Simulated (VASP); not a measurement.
# C (Fd-3m) in VASP: further runs

The runs below take C through single point, with LDA.

All numbers are computed with VASP 6.6.1; they aren't measurements. Logs are shortened: lines on timing, memory, paths and dates and some standing lists are left out, and cuts for length are marked.

### 1 The cell of the first run

The structure is cubic, space group Fd-3m (No. 227). The conventional cell has a = 3.579 Å, b = 3.579 Å, c = 3.579 Å, α = 90.00°, β = 90.00°, γ = 90.00°. Within 2.1 Å of C (site symmetry -43m) lie 4 C at 1.55 Å.

### 2 Single point, LDA (volume scaled by 1.01)

INCAR

```
  ALGO = Normal
  EDIFF = 1E-6
  ENCUT = 520
  ISIF = 2
  ISMEAR = -1
  LASPH = True
  LCHARG = False
  LREAL = False
  LWAVE = False
  NBANDS = 11
  NELM = 80
  PREC = Accurate
  SIGMA = 0.08
```

KPOINTS

```
k-points
0
Gamma
  20 20 20
```

POSCAR

```
C
1.0
    0.0000000000      1.7893249605      1.7893249605
    1.7893249605      0.0000000000      1.7893249605
    1.7893249605      1.7893249605      0.0000000000
C
2
Direct
    0.5000000000      0.5000000000      0.5000000000
    0.7500000000      0.7500000000      0.7500000000
```

Potentials or basis: VASP PAW LDA potentials, release 64 (C).

Started as:

```bash
$ cat potpaw_LDA.64/C/POTCAR > POTCAR
$ mpirun -np 1 vasp_std > vasp.out
```

OUTCAR:

```text
EDIFF = 1E-6
   ENCUT = 520
   ISIF = 2
   ISMEAR = -1
   LASPH = True
   LREAL = False
   NELM = 80
   PREC = Accurate

 ion  position               nearest neighbor table
   1  0.500  0.500  0.500-   2 1.55   2 1.55   2 1.55   2 1.55
   2  0.750  0.750  0.750-   1 1.55   1 1.55   1 1.55   1 1.55

  LATTYP: Found a face centered cubic cell.
 ALAT       =     3.5786499210

  Lattice vectors:

 A1 = (   0.0000000000,   1.7893249605,   1.7893249605)
 A2 = (   1.7893249605,   0.0000000000,   1.7893249605)
 A3 = (   1.7893249605,   1.7893249605,   0.0000000000)

Analysis of symmetry for initial positions (statically):
=====================================================================
 Subroutine PRICEL returns:
 Original cell was already a primitive cell.

 Routine SETGRP: Setting up the symmetry group for a
 face centered cubic supercell.

 Subroutine GETGRP returns: Found 48 space group operations
 (whereof 24 operations were pure point group operations)
 out of a pool of 48 trial point group operations.

The static configuration has the point symmetry T_d .
 The point group associated with its full space group is O_h .

Analysis of symmetry for dynamics (positions and initial velocities):
=====================================================================
 Subroutine PRICEL returns:
 Original cell was already a primitive cell.

 Routine SETGRP: Setting up the symmetry group for a
 face centered cubic supercell.

 Subroutine GETGRP returns: Found 48 space group operations
 (whereof 24 operations were pure point group operations)
 out of a pool of 48 trial point group operations.

The dynamic configuration has the point symmetry T_d .
 The point group associated with its full space group is O_h .

 Subroutine INISYM returns: Found 48 space group operations
 (whereof 24 operations are pure point group operations),
 and found     1 'primitive' translations

----------------------------------------------------------------------------------------

                                     Primitive cell

  volume of cell :      11.4577

  direct lattice vectors                    reciprocal lattice vectors
     0.000000000  1.789324960  1.789324960    -0.279434989  0.279434989  0.279434989
     1.789324960  0.000000000  1.789324960     0.279434989 -0.279434989  0.279434989
     1.789324960  1.789324960  0.000000000     0.279434989  0.279434989 -0.279434989

  length of vectors
     2.530487627  2.530487627  2.530487627     0.483995598  0.483995598  0.483995598

  position of ions in fractional coordinates (direct lattice)
     0.500000000  0.500000000  0.500000000
     0.750000000  0.750000000  0.750000000

  ion indices of the primitive-cell ions
   primitive index   ion index
                 1           1
                 2           2

----------------------------------------------------------------------------------------

 KPOINTS: k-points

Automatic generation of k-mesh.
 Grid dimensions read from file:
 generate k-points for:   20   20   20

 Generating k-lattice:

  Cartesian coordinates                     Fractional coordinates (reciprocal lattice)
    -0.013971749  0.013971749  0.013971749     0.050000000  0.000000000  0.000000000
     0.013971749 -0.013971749  0.013971749     0.000000000  0.050000000  0.000000000
     0.013971749  0.013971749 -0.013971749     0.000000000  0.000000000  0.050000000

  Length of vectors
     0.024199780  0.024199780  0.024199780

  Shift w.r.t. Gamma in fractional coordinates (k-lattice)
     0.000000000  0.000000000  0.000000000

 Subroutine IBZKPT returns following result:
 ===========================================

 Found    256 irreducible k-points:

 Following reciprocal coordinates:
            Coordinates               Weight
  0.000000  0.000000  0.000000      1.000000
  0.050000  0.000000  0.000000      8.000000
  0.100000  0.000000  0.000000      8.000000
  0.150000  0.000000  0.000000      8.000000
  0.200000  0.000000  0.000000      8.000000
  0.250000  0.000000  0.000000      8.000000
[... 16 lines left out ...]
 -0.400000  0.050000  0.000000     24.000000
 -0.350000  0.050000  0.000000     24.000000
 [... further k-points ...]
   k-points           NKPTS =    256   k-points in BZ     NKDIM =    256   number of bands    NBANDS=     11
   number of dos      NEDOS =    301   number of ions     NIONS =      2
   total plane-waves  NPLWV =   8000
   dimension x,y,z NGX =    20 NGY =   20 NGZ =   20
   dimension x,y,z NGXF=    40 NGYF=   40 NGZF=   40
   ions per type =               2
   NGX,Y,Z   is equivalent  to a cutoff of  13.14, 13.14, 13.14 a.u.
   NGXF,Y,Z  is equivalent  to a cutoff of  26.28, 26.28, 26.28 a.u.
 SYSTEM =  unknown system
   PREC   = accura    normal or accurate (medium, high low for compatibility)
   ISTART =      0    job   : 0-new  1-cont  2-samecut
   ICHARG =      2    charge: 1-file 2-atom 10-const
   ISPIN  =      1    spin polarized calculation?
   LNONCOLLINEAR =      F non collinear calculations
   LSORBIT =      F    spin-orbit coupling
   LASPH  =      T    aspherical Exc in radial PAW
   ENCUT  =  520.0 eV  38.22 Ry    6.18 a.u.   4.71  4.71  4.71*2*pi/ulx,y,z
   NELM   =     80;   NELMIN=  2; NELMDL= -5     # of ELM steps
   EDIFF  = 0.1E-05   stopping-criterion for ELM
   LREAL  =      F    real-space projection
   EDIFFG = 0.1E-04   stopping-criterion for IOM
   NSW    =      0    number of steps for IOM
   IBRION =     -1    ionic relax: 0-MD 1-quasi-New 2-CG
   NFREE  =      0    steps in history (QN), initial steepest desc. (CG)
   ISIF   =      2    stress and relaxation
   ISYM   =      2    0-nonsym 1-usesym 2-fastsym
   POTIM  = 0.5000    time-step for ionic-motion
   TEBEG  =    0.0;   TEEND  =   0.0 temperature during run
   PSTRESS=    0.0 pullay stress
   NELECT =       8.0000    total number of electrons
   NUPDOWN=      -1.0000    fix difference up-down
   EMIN   =  10.00;   EMAX   =-10.00  energy-range for DOS
   EFERMI =   0.00;   METHOD = LEGACY
   ISMEAR =    -1;   SIGMA  =   0.08  broadening in eV -4-tet -1-fermi 0-gaus
   EFERMI_NEDOS =   21; number of points for ismear=-14 and -15
   IALGO  =     38    algorithm
   IMIX   =      4    mixing-type and parameters
     AMIX     =   0.40;   BMIX     =  1.00
     AMIX_MAG =   1.60;   BMIX_MAG =  1.00
  volume/ion in A,a.u.               =       5.73        38.66
  Fermi-wavevector in a.u.,A,eV,Ry     =   1.452353  2.744550 28.699178  2.109330
  Thomas-Fermi vector in A             =   2.569745
   LORBIT       =      0    0 simple, 1 ext, 2 COOP (PROOUT), +10 PAW based schemes
   GGA     = CA    functional components
   LHFCALC =     F    Hartree Fock is set to
   AEXX    =    0.0000 exact exchange contribution
   IVDW    =     0    specifies the selected vdW correction
   LEPSILON=     F    determine dielectric tensor
   LRPA    =     F    only Hartree local field effects (RPA)
 non-spin polarized calculation
  energy-cutoff  :      520.00
  volume of cell :       11.46
 maximum number of plane-waves:       331
   NGX =  9   NGY =  9   NGZ =  9

 number of electron       7.9999999 magnetization

 Free energy of the ion-electron system (eV)
  ---------------------------------------------------
  ext. energy  EPLUGINS =         0.00000000
  ---------------------------------------------------
  free energy    TOTEN  =       -20.22570900 eV

  energy without entropy =      -20.22570900  energy(sigma->0) =      -20.22570900

 E-fermi :  10.9787     XC(G=0): -13.4513

 val. band max:        9.5778867686   @ k =   0.0000   0.0000   0.0000
 cond. band min:      13.6558692014   @ k =   0.3500   0.3500   0.0000
 fundamental gap:      4.0779824328
 Fermi energy:        10.9786568775

 k-point     1 :       0.0000    0.0000    0.0000
  band No.  band energies     occupation
      1     -11.6079      2.00000
      2       9.5779      2.00000
      3       9.5779      2.00000
      4       9.5779      2.00000
      5      15.0923      0.00000
      6      15.0923      0.00000
      7      15.0923      0.00000
      8      22.9069      0.00000
      9      28.4510      0.00000
     10      36.0962      0.00000
     11      36.0962      0.00000

 k-point     2 :       0.0500    0.0000    0.0000
  band No.  band energies     occupation
      1     -11.5391      2.00000
      2       9.1033      2.00000
      3       9.4560      2.00000
      4       9.4560      2.00000
      5      15.2511      0.00000
      6      15.2511      0.00000
      7      15.3864      0.00000
      8      22.9574      0.00000
      9      28.5677      0.00000
     10      34.7523      0.00000
     11      34.7523      0.00000

 k-point     3 :       0.1000    0.0000    0.0000
  band No.  band energies     occupation
      1     -11.3331      2.00000
      2       7.9342      2.00000
      3       9.1375      2.00000
      4       9.1375      2.00000
      5      15.6691      0.00000
      6      15.6691      0.00000
      7      16.0266      0.00000
      8      23.1073      0.00000
      9      28.8803      0.00000
     10      33.4383      0.00000
     11      33.4383      0.00000

 k-point     4 :       0.1500    0.0000    0.0000
  band No.  band energies     occupation
      1     -10.9907      2.00000
      2       6.4270      2.00000
      3       8.7168      2.00000
      4       8.7168      2.00000
      5      16.2211      0.00000
      6      16.2211      0.00000
      7      16.6934      0.00000
      8      23.3486      0.00000
      9      29.2801      0.00000
     10      32.4742      0.00000
     11      32.4742      0.00000
[... 239 lines left out ...]
 k-point    22 :      -0.4500    0.0500    0.0000
  band No.  band energies     occupation
      1      -6.0574      2.00000
      2      -3.2765      2.00000
      3       6.4976      2.00000
      4       6.7937      2.00000
      5      17.8948      0.00000
      6      18.0434      0.00000
      7      18.6527      0.00000
      8      24.8859      0.00000
      9      30.6451      0.00000
     10      33.4119      0.00000
     11      34.5162      0.00000

 k-point    23 :      -0.4000    0.0500    0.0000
  band No.  band energies     occupation
      1      -6.9773      2.00000
      2      -2.0970      2.00000
      3       6.5073      2.00000
      4       6.9878      2.00000
      5      17.9163      0.00000
      6      17.9898      0.00000
      7      18.5828      0.00000
      8      24.7749      0.00000
      9      30.4235      0.00000
     10      33.3717      0.00000
     11      33.6278      0.00000

 k-point    24 :      -0.3500    0.0500    0.0000
  band No.  band energies     occupation
      1      -7.9479      2.00000
      2      -0.6503      2.00000
      3       6.6086      2.00000
      4       7.2610      2.00000
      5      17.7434      0.00000
      6      18.0435      0.00000
      7      18.4515      0.00000
      8      24.5556      0.00000
      9      30.2009      0.00000
     10      32.2359      0.00000
     11      33.5676      0.00000

 [... further k-points ...]
[... 5 lines left out ...]
  --------------------------------------------------------------------------------------
  -------------------------------------------------------------------------------------
  Total       -1.1294634     -1.1294634     -1.1294634     -0.0000000     -0.0000000      0.0000000
  in kB     -157.9374373   -157.9374373   -157.9374373     -0.0000000     -0.0000000      0.0000000
  external PRESSURE =    -157.9374373 kB  Pullay stress =       0.0000000 kB

 VOLUME and BASIS-vectors are now :
 -----------------------------------------------------------------------------
  energy-cutoff  :      520.00
  volume of cell :       11.46
      direct lattice vectors                 reciprocal lattice vectors
     0.000000000  1.789324960  1.789324960    -0.279434989  0.279434989  0.279434989
     1.789324960  0.000000000  1.789324960     0.279434989 -0.279434989  0.279434989
     1.789324960  1.789324960  0.000000000     0.279434989  0.279434989 -0.279434989

 POSITION                                       TOTAL-FORCE (eV/Angst)
 -----------------------------------------------------------------------------------
      1.78932      1.78932      1.78932        -0.000000     -0.000000     -0.000000
      2.68399      2.68399      2.68399         0.000000      0.000000      0.000000
 -----------------------------------------------------------------------------------
    total drift:                                0.000000     -0.000000      0.000000

  FREE ENERGIE OF THE ION-ELECTRON SYSTEM (eV)
  ---------------------------------------------------
  free  energy   TOTEN  =       -20.2257090028 eV

  energy  without entropy=      -20.2257090027  energy(sigma->0) =      -20.22570900
```

Run time: 43 s. Hardware: 1 thread of Intel Xeon 8259CL, shared host; peak memory 0.13 GiB.

Results:

```
Free energy            : -20.2257 eV
Pressure               : -15.8 GPa
Band gap on the k mesh : 4.08 eV, indirect (least direct gap 5.51 eV)
```

 A k mesh can miss the band edges.

### 3 Single point, LDA (volume scaled by 1.05)

INCAR

```
PREC = Accurate
ENCUT = 520
EDIFF = 1E-6
ISMEAR = -1
SIGMA = 0.08
LREAL = F
LASPH = T
NELM = 80
ALGO = Normal
ISIF = 2
LWAVE = F
LCHARG = F
GGA = CA
NBANDS = 11
```

KPOINTS

```
regular mesh
0
Gamma
  20 20 20
```

POSCAR

```
C
1.0
    0.0000000000      1.8126412627      1.8126412627
    1.8126412627      0.0000000000      1.8126412627
    1.8126412627      1.8126412627      0.0000000000
C
2
Direct
    0.5000000000      0.5000000000      0.5000000000
    0.7500000000      0.7500000000      0.7500000000
```

Potentials or basis: VASP PAW LDA potentials, release 64 (C).

Started as:

```bash
$ cat potpaw_LDA.64/C/POTCAR > POTCAR
$ mpirun -np 1 vasp_std > vasp.out
```

Wall time 44 s (1 thread of Intel Xeon 8259CL, shared host); peak memory 0.13 GiB.

Results (log left out):

| Quantity | Value |
| --- | --- |
| Free energy | -20.1603 eV |
| Pressure | -30.5 GPa |
| Band gap on the k mesh | 3.98 eV, indirect (least direct gap 5.41 eV) |

Levels at points of the mesh, in eV from the valence-band top:
| k point | band 1 | band 2 | band 3 | band 4 | band 5 | band 6 | band 7 | band 8 | band 9 |
| --- | --- | --- | --- | --- | --- | --- | --- | --- | --- |
| (0.00, 0.00, 0.00) | -20.68 | 0.00 | 0.00 | 0.00 | 5.41 | 5.41 | 5.41 | 12.46 | 18.38 |
| (0.50, 0.00, 0.00) | -15.11 | -12.83 | -2.67 | -2.67 | 8.17 | 8.17 | 8.35 | 14.95 | 20.82 |
| (0.50, 0.50, 0.00) | -12.27 | -12.27 | -6.00 | -6.00 | 4.59 | 4.59 | 15.90 | 15.90 | 22.04 |

 A k mesh can miss the band edges.

### 4 Single point, LDA (volume scaled by 1.04)

INCAR

```
SYSTEM = C
  PREC = Accurate
  ENCUT = 520
  EDIFF = 1E-6
  ISMEAR = -1
  SIGMA = 0.08
  LREAL = .False.
  LASPH = .True.
  NELM = 100
  ALGO = Normal
  ISIF = 2
  LWAVE = .False.
  LCHARG = .False.
  NBANDS = 11
```

KPOINTS

```
Automatic mesh
0
Gamma
  20 20 20
  0 0 0
```

POSCAR

```
C
1.0
    0.0000000000      1.8068684808      1.8068684808
    1.8068684808      0.0000000000      1.8068684808
    1.8068684808      1.8068684808      0.0000000000
C
2
Direct
    0.5000000000      0.5000000000      0.5000000000
    0.7500000000      0.7500000000      0.7500000000
```

Potentials or basis: VASP PAW LDA potentials, release 64 (C).

Started as:

```bash
$ cat potpaw_LDA.64/C/POTCAR > POTCAR
$ mpirun -np 1 vasp_std > vasp.out
```

OUTCAR:

```text
SYSTEM = C
   PREC = Accurate
   ENCUT = 520
   EDIFF = 1E-6
   ISMEAR = -1
   LREAL = .False.
   LASPH = .True.
   NELM = 100
   ISIF = 2

 ion  position               nearest neighbor table
   1  0.500  0.500  0.500-   2 1.56   2 1.56   2 1.56   2 1.56
   2  0.750  0.750  0.750-   1 1.56   1 1.56   1 1.56   1 1.56

  LATTYP: Found a face centered cubic cell.
 ALAT       =     3.6137369616

  Lattice vectors:

 A1 = (   0.0000000000,   1.8068684808,   1.8068684808)
 A2 = (   1.8068684808,   0.0000000000,   1.8068684808)
[... 513 lines left out ...]
      6      17.4692      0.00000
      7      17.6875      0.00000
      8      23.7968      0.00000
      9      29.3749      0.00000
     10      31.5335      0.00000
     11      32.6884      0.00000

 [... further k-points ...]
[... 5 lines left out ...]
  --------------------------------------------------------------------------------------
  -------------------------------------------------------------------------------------
  Total       -1.9949367     -1.9949367     -1.9949367      0.0000000      0.0000000      0.0000000
  in kB     -270.9131445   -270.9131445   -270.9131445      0.0000000      0.0000000      0.0000000
  external PRESSURE =    -270.9131445 kB  Pullay stress =       0.0000000 kB

 VOLUME and BASIS-vectors are now :
 -----------------------------------------------------------------------------
  energy-cutoff  :      520.00
  volume of cell :       11.80
      direct lattice vectors                 reciprocal lattice vectors
     0.000000000  1.806868481  1.806868481    -0.276721856  0.276721856  0.276721856
     1.806868481  0.000000000  1.806868481     0.276721856 -0.276721856  0.276721856
     1.806868481  1.806868481  0.000000000     0.276721856  0.276721856 -0.276721856

 POSITION                                       TOTAL-FORCE (eV/Angst)
 -----------------------------------------------------------------------------------
      1.80687      1.80687      1.80687        -0.000000     -0.000000     -0.000000
      2.71030      2.71030      2.71030         0.000000      0.000000      0.000000
 -----------------------------------------------------------------------------------
    total drift:                                0.000000     -0.000000      0.000000

  FREE ENERGIE OF THE ION-ELECTRON SYSTEM (eV)
  ---------------------------------------------------
  free  energy   TOTEN  =       -20.1805331574 eV

  energy  without entropy=      -20.1805331573  energy(sigma->0) =      -20.18053316
```

stdout:

```text
POSCAR found type information on POSCAR C
 POSCAR found :  1 types and       2 ions
 scaLAPACK will be used
 LDA part: xc-table for (Slater(with rela. corr.)+CA(PZ))
 , standard interpolation
 POSCAR, INCAR and KPOINTS ok, starting setup
 FFT: planning ... GRIDC
 FFT: planning ... GRID_SOFT
 FFT: planning ... GRID
 WAVECAR not read
 entering main loop
```

It took 40 s on 1 thread of Intel Xeon 8259CL, shared host; peak memory 0.13 GiB.

Results:

- Free energy: -20.1805 eV
- Pressure: -27.1 GPa
- Band gap on the k mesh: 4.01 eV, indirect (least direct gap 5.43 eV)

Levels at points of the mesh, in eV from the valence-band top:
```
           k point  band 1  band 2  band 3  band 4  band 5  band 6  band 7  band 8  band 9
(0.00, 0.00, 0.00)  -20.80    0.00    0.00    0.00    5.43    5.43    5.43   12.67   18.50
(0.50, 0.00, 0.00)  -15.18  -12.93   -2.69   -2.69    8.21    8.21    8.48   15.04   20.96
(0.50, 0.50, 0.00)  -12.34  -12.34   -6.06   -6.06    4.62    4.62   16.04   16.04   22.21
```

 A k mesh can miss the band edges.

### 5 Summary

```tsv
cell	gap on the mesh (eV)	pressure (GPa)
a = 2.530 Å, angles 60.0°, 2 atoms	4.08	-15.8
a = 2.563 Å, angles 60.0°, 2 atoms	3.98	-30.5
a = 2.555 Å, angles 60.0°, 2 atoms	4.01	-27.1
```

Alike in all rows: task single point; level LDA; potentials or basis VASP PAW LDA potentials, release 64 (C); no spin polarisation; k mesh 20 × 20 × 20; cutoff (eV) 520; smearing fermi-dirac 0.08 eV.

Total energies depend on the potentials used, so only differences within one code and one set of settings carry meaning.
